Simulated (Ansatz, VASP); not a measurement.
# InSe2 in VASP and in Ansatz

```
In Se
1.0
     4.04289    0.00000    0.00000
     0.00000    4.04289    0.00000
     0.00000    0.00000    8.95393
In Se
2 4
Direct
  0.00000 0.50000 0.70359
  0.50000 0.00000 0.29641
  0.00000 0.50000 0.36579
  0.50000 0.00000 0.63421
  0.00000 0.00000 0.00000
  0.50000 0.50000 0.00000
```

Change from the starting cell: strain +0.040 along x and y, -0.080 along z, atoms carried along.

Alike in both runs: task single point; functional PBE; k mesh 12 × 12 × 6; occupations gaussian, width 0.15 eV; no spin polarisation.

|  | VASP | Ansatz |
| --- | --- | --- |
| version | VASP 6.6.1 | Ansatz 0.2.0 |
| potentials or method | VASP PAW PBE potentials, release 64 (In_d, Se), cutoff 520 eV | scalar-relativistic, plane waves, PAW |
| valence electrons in the cell | 50 | 90 |

|  | VASP | Ansatz | Ansatz less VASP |
| --- | --- | --- | --- |
| gap on the k mesh at the Fermi level (eV) | none | none | - |
| pressure (GPa) | -2.3 | -2.3 | -0.02 |
| traceless stress, the component that is largest in VASP (GPa) | 4.50 | 4.50 | 0.000 |
| rms of the force components (eV/Å) | 0.119 | 0.119 | +0.0001 |

Atom by atom the forces differ by 0.000 eV/Å (rms over components). A gap of «none» marks a metal or a gap that the smearing closes. VASP's potentials hold 50 valence electrons a cell and Ansatz's 90, so a difference there can come from the potentials and not from the codes.
